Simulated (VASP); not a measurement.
**SbRh3: single point with LDA**

Crystal: SbRh3.

```xyz
4
Lattice="3.9025 0.0000 0.0000 0.0000 3.9025 0.0000 0.0000 0.0000 3.9025" Properties=species:S:1:pos:R:3 pbc="T T T"
Sb    0.0000    0.0000    0.0000
Rh    1.9512    1.9512    0.0000
Rh    1.9512    0.0000    1.9512
Rh    0.0000    1.9512    1.9512
```

| Item | Value |
| --- | --- |
| Program | VASP 6.6.1 |
| Task | single point |
| Functional | LDA |
| Potentials or basis | VASP PAW LDA potentials, release 64 (Sb, Rh_pv) |
| Cutoff | 520 eV |
| k mesh | 6 × 6 × 6 |
| Occupations | fermi-dirac, width 0.2 eV |
| Spin | no spin polarisation |
| Dipole correction | no |
| Further INCAR settings | ALGO = Normal; EDIFF = 1e-06; NBANDS = 33 |

```json
{"Pressure": "-3.1 GPa", "Band gap on the k mesh": "zero (band 25 reaches 12.84 eV, above the bottom of band 26 at 11.35 eV)"}
```

Levels at points of the mesh, in eV from the Fermi level:
| k point | band 21 | band 22 | band 23 | band 24 | band 25 | band 26 | band 27 | band 28 | band 29 | band 30 |
| --- | --- | --- | --- | --- | --- | --- | --- | --- | --- | --- |
| (0.00, 0.00, 0.00) | -1.59 | -1.59 | -0.23 | -0.23 | 0.50 | 0.99 | 0.99 | 0.99 | 3.21 | 8.21 |
| (0.50, 0.00, 0.00) | -1.53 | -1.53 | -1.44 | -1.22 | -0.13 | 1.00 | 3.05 | 3.49 | 3.49 | 6.21 |
| (0.50, 0.50, 0.00) | -1.71 | -1.71 | -1.12 | -1.12 | -0.95 | -0.92 | 1.70 | 1.70 | 5.15 | 5.82 |
| (0.50, 0.50, 0.50) | -1.59 | -1.59 | -1.17 | -1.17 | 0.58 | 0.58 | 0.58 | 0.60 | 0.61 | 5.80 |

Wall time 26 s on 1 thread of Intel(R) Xeon(R) Platinum 8375C CPU @ 2.90GHz (Ice Lake), with other jobs on the host, peak memory 0.16 GiB.

Caveat: spin-orbit coupling is left out, which moves the levels of the heavy elements.
